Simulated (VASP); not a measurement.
The system is InAs.

```
CELL_PARAMETERS angstrom
0.00000 3.05459 3.05459
3.05459 0.00000 3.05459
3.05459 3.05459 0.00000
ATOMIC_POSITIONS crystal
In 0.00000 0.00000 0.00000
As 0.25000 0.25000 0.25000
```

Base run:

```yaml
Program: VASP 6.6.1
Functional: r2SCAN
Potentials_or_basis: VASP PAW PBE potentials, release 64 (In_d, As)
Cutoff: 550 eV
k_mesh: 8 × 8 × 8
Occupations: fermi-dirac, width 0.02 eV
Spin: no spin polarisation
```

Its results: band gap on the k mesh 0.08 eV; pressure 0.0 GPa.

Task: The run is repeated on the same cell with these changes: functional from r2SCAN to PBE; cutoff from 550 eV to 500 eV. What comes out?

Result: Band gap on the k mesh zero (filled and empty bands touch); pressure 2.1 GPa.

Caveats: semilocal functionals underestimate gaps, and a narrow one can read as zero; spin-orbit coupling is left out, which moves the levels of the heavy elements; the PAW data sets were made with another functional, which shifts forces and pressure a little (at least some runs).

